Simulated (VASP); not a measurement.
Ti, 2 atoms in the cell. Symmetry: P6_3/mmc, No. 194, hexagonal system. Conventional cell: a = 3.072 Å, b = 3.072 Å, c = 4.267 Å, α = 90.00°, β = 90.00°, γ = 120.00°. Ti (site symmetry -6m2) has 12 Ti at 2.77 to 3.07 Å within 3.7 Å. 

```yaml
Program: VASP 6.6.1
Task: single point
Functional: r2SCAN
Potentials_or_basis: VASP PAW PBE potentials, release 64 (Ti_sv)
Cutoff: 520 eV
k_mesh: 18 × 18 × 10
Occupations: methfessel-paxton, width 0.05 eV
Spin: no spin polarisation
Dipole_correction: no
Further_INCAR_settings: ALGO = Normal; EDIFF = 1e-06; NBANDS = 19
```

Potentials or basis: VASP PAW PBE potentials, release 64 (Ti_sv).

The run is started by

```sh
$ cat potpaw_PBE.64/Ti_sv/POTCAR > POTCAR
$ cp INCAR.step1 INCAR
$ mpirun -np 1 vasp_std > vasp.out
$ cp INCAR.step2 INCAR
$ mpirun -np 1 vasp_std > vasp.out
```

Hardware: 1 thread of Intel(R) Xeon(R) Platinum 8488C (Sapphire Rapids), with other jobs on the host.

Q: Estimate the wall time of this run.

A: Run time: 3.8 min on 1 thread of Intel(R) Xeon(R) Platinum 8488C (Sapphire Rapids) (shared host), peak memory 0.24 GiB. Counts: k points 222.
